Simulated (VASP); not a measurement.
Wanted: the native input for a VASP 6.6.1 run.

* Task: single point
* Functional: PBE
* Potentials or basis: VASP PAW PBE potentials, release 64 (Ga_d)
* Cutoff: 520 eV
* k mesh: 16 × 16 × 8
* Occupations: gaussian, width 0.05 eV
* Spin: no spin polarisation
* Dipole correction: no
* Further INCAR settings: ALGO = Fast; EDIFF = 1e-06; NBANDS = 20

The structure of Ga lies in POSCAR:

```
Ga
1.0
    2.9914795298      0.0000000000      0.0000000000
   -1.4957397649      2.5906972677      0.0000000000
    0.0000000000      0.0000000000      4.9165047442
Ga
2
Direct
    0.3333333333      0.6666666667      0.7500000000
    0.6666666667      0.3333333333      0.2500000000
```

This isn't the form of Ga at room conditions, which is orthorhombic.

The input as run:

INCAR

```
  PREC = Accurate
  ENCUT = 520
  EDIFF = 1E-6
  ISMEAR = 0
  SIGMA = 0.05
  LREAL = F
  LASPH = T
  NELM = 80
  ALGO = Fast
  ISIF = 2
  LWAVE = F
  LCHARG = T
  GGA = PE
  LELF = T
  LVHAR = T
  NBANDS = 20
```

KPOINTS

```
Automatic mesh
0
Gamma
  16 16 8
```

Potentials or basis: VASP PAW PBE potentials, release 64 (Ga_d).

Command:

```console
$ cat potpaw_PBE.64/Ga_d/POTCAR > POTCAR
$ mpirun -np 1 vasp_std > vasp.out
```

It gave:

```yaml
Pressure: 0.1 GPa
Band_gap_on_the_k_mesh: zero (bands 13 and 14 overlap by 7.35 eV)
```

It took 40 s on 1 thread of Intel(R) Xeon(R) 6975P-C (Granite Rapids), with other jobs on the host, peak memory 0.21 GiB.
